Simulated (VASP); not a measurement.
**GaP (pbe): single point with PBE**

Crystal: GaP (pbe).

```
Ga P
1.0
     0.00000    2.75298    2.75298
     2.75298    0.00000    2.75298
     2.75298    2.75298    0.00000
Ga P
1 1
Direct
  0.00000 0.00000 0.00000
  0.25000 0.25000 0.25000
```

```
Program                : VASP 6.6.1
Task                   : single point
Functional             : PBE
Potentials or basis    : VASP PAW PBE potentials, release 64 (Ga_d, P)
Cutoff                 : 500 eV
k mesh                 : 8 × 8 × 8
Occupations            : gaussian, width 0.01 eV
Spin                   : no spin polarisation
Dipole correction      : no
Further INCAR settings : ALGO = Normal; EDIFF = 1e-06; NBANDS = 16
```

```yaml
Pressure: -0.1 GPa
Band_gap_on_the_k_mesh: 1.58 eV, direct
```

Levels at points of the mesh, in eV from the valence-band top:
```csv
k point,band 7,band 8,band 9,band 10,band 11,band 12
"(0.00, 0.00, 0.00)",0.00,0.00,0.00,1.58,3.90,3.90
"(0.50, 0.00, 0.00)",-6.46,-1.07,-1.07,1.58,4.73,4.73
"(0.50, 0.50, 0.00)",-6.61,-2.58,-2.58,1.72,1.85,10.37
```

It took 12 s on 1 thread of Intel Xeon 6975P-C, with other jobs on the host, peak memory 0.16 GiB.

A k mesh can miss the band edges. PBE gaps usually lie below the measured ones, often by a third to a half.
